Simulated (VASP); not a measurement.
# BN (P6_3/mmc) in VASP: notebook

BN is run at these levels: LDA; tasks: single point.

Program: VASP 6.6.1. These are calculated values, not measurements. Logs are shortened: lines on timing, memory, paths and dates and some standing lists are left out, and cuts for length are marked.

**1. The cell of the first run**

It takes space group P6_3/mmc (No. 194, hexagonal). Conventional cell: a = 2.445 Å, b = 2.445 Å, c = 6.082 Å, α = 90.00°, β = 90.00°, γ = 120.00°. Within 1.9 Å of B (site symmetry -6m2) lie 3 N at 1.41 Å. N (site symmetry -6m2) has 3 B at 1.41 Å within 1.9 Å.

**2. Single point, LDA (volume 7.872 Å^3 an atom, c/a of the conventional cell 2.4874)**

Contents of INCAR:

```
SYSTEM = BN
PREC = Accurate
ENCUT = 520
EDIFF = 1E-6
ISMEAR = 0
SIGMA = 0.05
LREAL = .False.
LASPH = .True.
NELM = 80
ALGO = Normal
ISIF = 2
LWAVE = .False.
LCHARG = .False.
GGA = CA
NBANDS = 16
```

Contents of KPOINTS:

```
Automatic mesh
0
Gamma
  12 12 4
  0 0 0
```

Contents of POSCAR:

```
BN
1.0
    2.4450604738      0.0000000000      0.0000000000
   -1.2225302369      2.1174844841      0.0000000000
    0.0000000000      0.0000000000      6.0818434226
B N
2 2
Direct
    0.3333333333      0.6666666667      0.2500000000
    0.6666666667      0.3333333333      0.7500000000
    0.3333333333      0.6666666667      0.7500000000
    0.6666666667      0.3333333333      0.2500000000
```

Potentials or basis: VASP PAW LDA potentials, release 64 (B, N).

On the command line:

```bash
$ cat potpaw_LDA.64/B/POTCAR potpaw_LDA.64/N/POTCAR > POTCAR
$ mpirun -np 1 vasp_std > vasp.out
```

OUTCAR:

```text
SYSTEM = BN
   PREC = Accurate
   ENCUT = 520
   EDIFF = 1E-6
   ISMEAR = 0
   LREAL = .False.
   LASPH = .True.
   NELM = 80
   ISIF = 2
   GGA = CA

 ion  position               nearest neighbor table
   1  0.333  0.667  0.250-   4 1.41   4 1.41   4 1.41
   2  0.667  0.333  0.750-   3 1.41   3 1.41   3 1.41
   3  0.333  0.667  0.750-   2 1.41   2 1.41   2 1.41
   4  0.667  0.333  0.250-   1 1.41   1 1.41   1 1.41

  LATTYP: Found a hexagonal cell.
 ALAT       =     2.4450604738
 C/A-ratio  =     2.4874000000

  Lattice vectors:

 A1 = (   2.4450604738,   0.0000000000,   0.0000000000)
 A2 = (  -1.2225302369,   2.1174844841,   0.0000000000)
 A3 = (   0.0000000000,   0.0000000000,   6.0818434226)

Analysis of symmetry for initial positions (statically):
=====================================================================
 Subroutine PRICEL returns:
 Original cell was already a primitive cell.

 Routine SETGRP: Setting up the symmetry group for a
 hexagonal supercell.

 Subroutine GETGRP returns: Found 24 space group operations
 (whereof 12 operations were pure point group operations)
 out of a pool of 24 trial point group operations.

The static configuration has the point symmetry D_3d.
 The point group associated with its full space group is D_6h.

Analysis of symmetry for dynamics (positions and initial velocities):
=====================================================================
 Subroutine PRICEL returns:
 Original cell was already a primitive cell.

 Routine SETGRP: Setting up the symmetry group for a
 hexagonal supercell.

 Subroutine GETGRP returns: Found 24 space group operations
 (whereof 12 operations were pure point group operations)
 out of a pool of 24 trial point group operations.

The dynamic configuration has the point symmetry D_3d.
 The point group associated with its full space group is D_6h.

 Subroutine INISYM returns: Found 24 space group operations
 (whereof 12 operations are pure point group operations),
 and found     1 'primitive' translations

----------------------------------------------------------------------------------------

                                     Primitive cell

  volume of cell :      31.4880

  direct lattice vectors                    reciprocal lattice vectors
     2.445060474  0.000000000  0.000000000     0.408987839  0.236129239  0.000000000
    -1.222530237  2.117484484  0.000000000     0.000000000  0.472258478  0.000000000
     0.000000000  0.000000000  6.081843423     0.000000000  0.000000000  0.164423832

  length of vectors
     2.445060474  2.445060474  6.081843423     0.472258478  0.472258478  0.164423832

  position of ions in fractional coordinates (direct lattice)
     0.333333333  0.666666667  0.250000000
     0.666666667  0.333333333  0.750000000
     0.333333333  0.666666667  0.750000000
     0.666666667  0.333333333  0.250000000

  ion indices of the primitive-cell ions
   primitive index   ion index
                 1           1
                 2           2
                 3           3
                 4           4

----------------------------------------------------------------------------------------

 KPOINTS: Automatic mesh

Automatic generation of k-mesh.
 Grid dimensions read from file:
 generate k-points for:   12   12    4

 Generating k-lattice:

  Cartesian coordinates                     Fractional coordinates (reciprocal lattice)
     0.034082320  0.019677437  0.000000000     0.083333333  0.000000000  0.000000000
     0.000000000  0.039354873  0.000000000     0.000000000  0.083333333  0.000000000
     0.000000000  0.000000000  0.041105958     0.000000000  0.000000000  0.250000000

  Length of vectors
     0.039354873  0.039354873  0.041105958

  Shift w.r.t. Gamma in fractional coordinates (k-lattice)
     0.000000000  0.000000000  0.000000000

 Subroutine IBZKPT returns following result:
 ===========================================

 Found     57 irreducible k-points:

 Following reciprocal coordinates:
            Coordinates               Weight
  0.000000  0.000000  0.000000      1.000000
  0.083333 -0.000000  0.000000      6.000000
  0.166667 -0.000000  0.000000      6.000000
  0.250000  0.000000  0.000000      6.000000
  0.333333  0.000000  0.000000      6.000000
  0.416667 -0.000000  0.000000      6.000000
[... 16 lines left out ...]
  0.250000  0.000000  0.250000     12.000000
  0.333333  0.000000  0.250000     12.000000
 [... further k-points ...]
   k-points           NKPTS =     57   k-points in BZ     NKDIM =     57   number of bands    NBANDS=     16
   number of dos      NEDOS =    301   number of ions     NIONS =      4
   total plane-waves  NPLWV =  15552
   dimension x,y,z NGX =    18 NGY =   18 NGZ =   48
   dimension x,y,z NGXF=    36 NGYF=   36 NGZF=   96
   ions per type =               2   2
   NGX,Y,Z   is equivalent  to a cutoff of  12.24, 12.24, 13.12 a.u.
   NGXF,Y,Z  is equivalent  to a cutoff of  24.48, 24.48, 26.24 a.u.
 SYSTEM =  BN
   PREC   = accura    normal or accurate (medium, high low for compatibility)
   ISTART =      0    job   : 0-new  1-cont  2-samecut
   ICHARG =      2    charge: 1-file 2-atom 10-const
   ISPIN  =      1    spin polarized calculation?
   LNONCOLLINEAR =      F non collinear calculations
   LSORBIT =      F    spin-orbit coupling
   LASPH  =      T    aspherical Exc in radial PAW
   ENCUT  =  520.0 eV  38.22 Ry    6.18 a.u.   4.55  4.55 11.31*2*pi/ulx,y,z
   NELM   =     80;   NELMIN=  2; NELMDL= -5     # of ELM steps
   EDIFF  = 0.1E-05   stopping-criterion for ELM
   LREAL  =      F    real-space projection
   EDIFFG = 0.1E-04   stopping-criterion for IOM
   NSW    =      0    number of steps for IOM
   IBRION =     -1    ionic relax: 0-MD 1-quasi-New 2-CG
   NFREE  =      0    steps in history (QN), initial steepest desc. (CG)
   ISIF   =      2    stress and relaxation
   ISYM   =      2    0-nonsym 1-usesym 2-fastsym
   POTIM  = 0.5000    time-step for ionic-motion
   TEBEG  =    0.0;   TEEND  =   0.0 temperature during run
   PSTRESS=    0.0 pullay stress
   NELECT =      16.0000    total number of electrons
   NUPDOWN=      -1.0000    fix difference up-down
   EMIN   =  10.00;   EMAX   =-10.00  energy-range for DOS
   EFERMI =   0.00;   METHOD = LEGACY
   ISMEAR =     0;   SIGMA  =   0.05  broadening in eV -4-tet -1-fermi 0-gaus
   EFERMI_NEDOS =   21; number of points for ismear=-14 and -15
   IALGO  =     38    algorithm
   IMIX   =      4    mixing-type and parameters
     AMIX     =   0.40;   BMIX     =  1.00
     AMIX_MAG =   1.60;   BMIX_MAG =  1.00
  volume/ion in A,a.u.               =       7.87        53.12
  Fermi-wavevector in a.u.,A,eV,Ry     =   1.306371  2.468683 23.219766  1.706605
  Thomas-Fermi vector in A             =   2.437177
   LORBIT       =      0    0 simple, 1 ext, 2 COOP (PROOUT), +10 PAW based schemes
   GGA     = CA    functional components
   LHFCALC =     F    Hartree Fock is set to
   AEXX    =    0.0000 exact exchange contribution
   IVDW    =     0    specifies the selected vdW correction
   LEPSILON=     F    determine dielectric tensor
   LRPA    =     F    only Hartree local field effects (RPA)
 non-spin polarized calculation
 Gauss-broadening in eV      SIGMA  =   0.05
  energy-cutoff  :      520.00
  volume of cell :       31.49
 maximum number of plane-waves:       863
   NGX =  9   NGY =  9   NGZ = 23

 number of electron      15.9999996 magnetization

 Free energy of the ion-electron system (eV)
  ---------------------------------------------------
  ext. energy  EPLUGINS =         0.00000000
  ---------------------------------------------------
  free energy    TOTEN  =       -38.47472464 eV

  energy without entropy =      -38.47472464  energy(sigma->0) =      -38.47472464

 E-fermi :   3.6105     XC(G=0): -11.2267

 val. band max:        3.3194746363   @ k =   0.3333   0.2500   0.0000
 cond. band min:       7.3138271188   @ k =   0.5000   0.0000   0.0000
 fundamental gap:      3.9943524824
 Fermi energy:         3.6105196830

 k-point     1 :       0.0000    0.0000    0.0000
  band No.  band energies     occupation
      1     -14.9025      2.00000
      2     -14.3243      2.00000
      3      -3.8951      2.00000
      4      -0.6672      2.00000
      5       1.9860      2.00000
      6       1.9860      2.00000
[... 8 lines left out ...]
     15      16.9927      0.00000
     16      17.2448      0.00000

 k-point     2 :       0.0833   -0.0000    0.0000
  band No.  band energies     occupation
      1     -14.7577      2.00000
      2     -14.1878      2.00000
      3      -3.6951      2.00000
      4      -0.4925      2.00000
      5       1.4168      2.00000
      6       1.4971      2.00000
[... 8 lines left out ...]
     15      16.4072      0.00000
     16      17.6402      0.00000

 k-point     3 :       0.1667   -0.0000    0.0000
  band No.  band energies     occupation
      1     -14.3298      2.00000
      2     -13.7855      2.00000
      3      -3.1010      2.00000
      4      -0.0400      2.00000
      5       0.0200      2.00000
      6       0.0626      2.00000
[... 8 lines left out ...]
     15      17.8050      0.00000
     16      18.6038      0.00000

 k-point     4 :       0.2500    0.0000    0.0000
  band No.  band energies     occupation
      1     -13.6430      2.00000
      2     -13.1442      2.00000
      3      -2.1362      2.00000
      4      -1.9110      2.00000
      5      -1.7677      2.00000
      6       0.2244      2.00000
[... 8 lines left out ...]
     15      20.0205      0.00000
     16      20.0948      0.00000
[... 324 lines left out ...]
 k-point    22 :       0.1667   -0.0000    0.2500
  band No.  band energies     occupation
      1     -14.2572      2.00000
      2     -13.8732      2.00000
      3      -2.7308      2.00000
      4      -0.6004      2.00000
      5      -0.0169      2.00000
      6       0.0898      2.00000
[... 8 lines left out ...]
     15      17.6554      0.00000
     16      17.7716      0.00000

 k-point    23 :       0.2500    0.0000    0.2500
  band No.  band energies     occupation
      1     -13.5759      2.00000
      2     -13.2239      2.00000
      3      -2.0038      2.00000
      4      -1.8050      2.00000
      5      -1.6591      2.00000
      6       0.2411      2.00000
[... 8 lines left out ...]
     15      20.0464      0.00000
     16      20.1902      0.00000

 k-point    24 :       0.3333    0.0000    0.2500
  band No.  band energies     occupation
      1     -12.7009      2.00000
      2     -12.4015      2.00000
      3      -3.7779      2.00000
      4      -3.6501      2.00000
      5      -0.5130      2.00000
      6      -0.4319      2.00000
[... 8 lines left out ...]
     15      21.0031      0.00000
     16      22.7460      0.00000

 [... further k-points ...]

------------------------ aborting loop because EDIFF is reached ----------------------------------------

  FORCE on cell =-STRESS in cart. coord.  units (eV):
  Direction    XX          YY          ZZ          XY          YZ          ZX
  --------------------------------------------------------------------------------------
  -------------------------------------------------------------------------------------
  Total        4.7893841      4.7893841      0.5507485     -0.0000000     -0.0000000      0.0000000
  in kB      243.6941896    243.6941896     28.0232691     -0.0000000     -0.0000000      0.0000000
  external PRESSURE =     171.8038828 kB  Pullay stress =       0.0000000 kB

 VOLUME and BASIS-vectors are now :
 -----------------------------------------------------------------------------
  energy-cutoff  :      520.00
  volume of cell :       31.49
      direct lattice vectors                 reciprocal lattice vectors
     2.445060474  0.000000000  0.000000000     0.408987839  0.236129239  0.000000000
    -1.222530237  2.117484484  0.000000000     0.000000000  0.472258478  0.000000000
     0.000000000  0.000000000  6.081843423     0.000000000  0.000000000  0.164423832

 POSITION                                       TOTAL-FORCE (eV/Angst)
 -----------------------------------------------------------------------------------
     -0.00000      1.41166      1.52046        -0.000000     -0.000000      0.000000
      1.22253      0.70583      4.56138         0.000000      0.000000      0.000000
     -0.00000      1.41166      4.56138         0.000000     -0.000000      0.000000
      1.22253      0.70583      1.52046        -0.000000      0.000000      0.000000
 -----------------------------------------------------------------------------------
    total drift:                                0.000000     -0.000000      0.000000

  FREE ENERGIE OF THE ION-ELECTRON SYSTEM (eV)
  ---------------------------------------------------
  free  energy   TOTEN  =       -38.4747246378 eV

  energy  without entropy=      -38.4747246378  energy(sigma->0) =      -38.47472464
```

Run time: 9.5 s. Hardware: 1 thread of Intel Xeon 6975P-C (Granite Rapids), shared host; peak memory 0.13 GiB.

What came out:

```yaml
Free_energy: -38.4747 eV
Pressure: 17.2 GPa
Band_gap_on_the_k_mesh: 3.99 eV, indirect (least direct gap 4.36 eV)
```

**3. Single point, LDA (volume 7.872 Å^3 an atom, c/a of the conventional cell 2.6103)**

Contents of INCAR:

```
SYSTEM = BN
PREC = Accurate ; ENCUT = 520
EDIFF = 1E-6 ; ISMEAR = 0
SIGMA = 0.05 ; LREAL = .False.
LASPH = .True. ; NELM = 100
ALGO = Normal ; ISIF = 2
LWAVE = .False. ; LCHARG = .False.
NBANDS = 16
```

KPOINTS is that of step 2.

Contents of POSCAR:

```
BN
1.0
    2.4060776223      0.0000000000      0.0000000000
   -1.2030388112      2.0837243444      0.0000000000
    0.0000000000      0.0000000000      6.2805138418
B N
2 2
Direct
    0.3333333333      0.6666666667      0.2500000000
    0.6666666667      0.3333333333      0.7500000000
    0.3333333333      0.6666666667      0.7500000000
    0.6666666667      0.3333333333      0.2500000000
```

Potentials or basis: VASP PAW LDA potentials, release 64 (B, N).

On the command line:

```bash
$ cat potpaw_LDA.64/B/POTCAR potpaw_LDA.64/N/POTCAR > POTCAR
$ mpirun -np 1 vasp_std > vasp.out
```

Run time: 9.6 s. Hardware: 1 thread of Intel Xeon 6975P-C (Granite Rapids), shared host; peak memory 0.14 GiB.

Results (log left out):

| Property | Result |
| --- | --- |
| Free energy | -38.2630 eV |
| Pressure | 31.7 GPa |
| Band gap on the k mesh | 4.13 eV, indirect (least direct gap 4.59 eV) |

Stress tensor (GPa, compression positive):
```
46.97  0.00  0.00
 0.00 46.97  0.00
 0.00  0.00  1.19
```

Levels at points of the mesh, in eV from the valence-band top:
```tsv
k point	band 6	band 7	band 8	band 9	band 10	band 11
(0.00, 0.00, 0.00)	-1.22	-1.16	-1.16	5.27	11.15	12.40
(0.50, 0.00, 0.00)	-4.28	-1.80	-0.46	4.13	6.01	10.57
(0.00, 0.00, 0.50)	-1.19	-1.19	-1.19	8.15	8.15	12.49
(0.50, 0.00, 0.50)	-4.33	-1.09	-1.09	4.72	4.72	11.19
```

 A k mesh can miss the band edges.

**4. Single point, LDA (volume 7.872 Å^3 an atom, c/a of the conventional cell 2.8746)**

Contents of INCAR:

```
PREC = Accurate ; ENCUT = 520
EDIFF = 1E-6 ; ISMEAR = 0
SIGMA = 0.05 ; LREAL = F
LASPH = T ; NELM = 80
ALGO = Normal ; ISIF = 2
LWAVE = F ; LCHARG = F
NBANDS = 16
```

Contents of KPOINTS:

```
regular mesh
0
Gamma
  12 12 4
```

Contents of POSCAR:

```
BN
1.0
    2.3299450284      0.0000000000      0.0000000000
   -1.1649725142      2.0177915840      0.0000000000
    0.0000000000      0.0000000000      6.6976599785
B N
2 2
Direct
    0.3333333333      0.6666666667      0.2500000000
    0.6666666667      0.3333333333      0.7500000000
    0.3333333333      0.6666666667      0.7500000000
    0.6666666667      0.3333333333      0.2500000000
```

On the command line:

```bash
$ cat potpaw_LDA.64/B/POTCAR potpaw_LDA.64/N/POTCAR > POTCAR
$ mpirun -np 1 vasp_std > vasp.out
```

Run time: 10 s. Hardware: 1 thread of Intel Xeon 6975P-C (Granite Rapids), shared host; peak memory 0.13 GiB.

It converged, with:

* Free energy: -37.3591 eV
* Pressure: 64.6 GPa
* Band gap on the k mesh: 4.39 eV, indirect (least direct gap 5.02 eV)

Stress tensor (GPa, compression positive):
```
97.31  0.00  0.00
 0.00 97.31  0.00
 0.00  0.00 -0.93
```

Levels at points of the mesh, in eV from the valence-band top:
```csv
k point,band 4,band 5,band 6,band 7,band 8,band 9,band 10,band 11,band 12,band 13
"(0.00, 0.00, 0.00)",-5.50,-1.04,-1.04,-1.02,-1.02,4.61,10.23,13.33,13.33,13.42
"(0.50, 0.00, 0.00)",-9.70,-4.49,-4.44,-1.64,-0.72,4.39,5.87,11.26,12.43,12.97
"(0.00, 0.00, 0.50)",-6.59,-1.03,-1.03,-1.03,-1.03,7.10,7.10,13.38,13.38,13.38
"(0.50, 0.00, 0.50)",-9.72,-4.47,-4.47,-1.17,-1.17,4.92,4.92,12.16,12.16,14.27
```

**5. The runs side by side**

```csv
cell,gap on the mesh (eV),pressure (GPa)
"a = 2.445, b = 2.445, c = 6.082 Å, angles 90.0, 90.0, 120.0°, 4 atoms",3.99,17.2
"a = 2.406, b = 2.406, c = 6.281 Å, angles 90.0, 90.0, 120.0°, 4 atoms",4.13,31.7
"a = 2.330, b = 2.330, c = 6.698 Å, angles 90.0, 90.0, 120.0°, 4 atoms",4.39,64.6
```

Alike in all rows: task single point; level LDA; potentials or basis VASP PAW LDA potentials, release 64 (B, N); no spin polarisation; k mesh 12 × 12 × 4; cutoff (eV) 520; smearing gaussian 0.05 eV.

Absolute energies hang on the potentials; compare differences alone.
